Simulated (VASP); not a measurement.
Set up this calculation in VASP 6.6.1, as the native input.

```
Task                   : single point
Functional             : RPBE
Potentials or basis    : VASP PAW PBE potentials, release 64 (W_sv, S)
Cutoff                 : 500 eV
k mesh                 : 8 × 8 × 8
Occupations            : gaussian, width 0.05 eV
Spin                   : collinear spin
Starting moments       : [0.05, 0.0, 0.0] μB
Dipole correction      : no
Further INCAR settings : ALGO = Normal; EDIFF = 1e-06; NBANDS = 24
```

The structure of WS2 lies in POSCAR:

```
WS2
1.0
    1.6049625904      0.9266255836      7.8761331086
   -1.6049625904      0.9266255836      7.8761331086
    0.0000000000     -1.8532511672      7.8761331087
W S
1 2
Direct
   -0.0006776684     -0.0006776684     -0.0006776684
    0.7325506415      0.7325506415      0.7325506415
    0.5994270269      0.5994270269      0.5994270269
```

These files were run (other wordings do the same):

INCAR

```
SYSTEM = WS2
PREC = Accurate ; ENCUT = 500
EDIFF = 1E-6 ; ISMEAR = 0
SIGMA = 0.05 ; LREAL = .FALSE.
LASPH = .TRUE. ; NELM = 200
ALGO = Normal ; ISIF = 2
LWAVE = .FALSE. ; LCHARG = .FALSE.
ISPIN = 2 ; MAGMOM = 0.05 0 0
LORBIT = 11 ; LMAXMIX = 4
GGA = RP ; NBANDS = 24
GGA_COMPAT = .FALSE.
```

KPOINTS

```
Automatic mesh
0
G
  8 8 8
  0 0 0
```

Potentials or basis: VASP PAW PBE potentials, release 64 (W_sv, S).

Command:

```sh
$ cat potpaw_PBE.64/W_sv/POTCAR potpaw_PBE.64/S/POTCAR > POTCAR
$ mpirun -np 1 vasp_std > vasp.out
```

It gave:

The pressure is 0.0 GPa. The largest force is 0.011 eV/Å, the band gap on the k mesh is 1.88 eV (least direct gap 2.18 eV) and the net moment is 0.00 μB per cell. The valence electrons inside the program's atomic spheres are W 11.95; S 3.72.

Caveat: the PAW data sets were made with another functional, which shifts forces and pressure a little; spin-orbit coupling is left out, which moves the levels of the heavy elements.

Run time: 20 min on 1 thread of Oxide Virtual Turin-like Processor, on a shared host, peak memory 0.64 GiB.
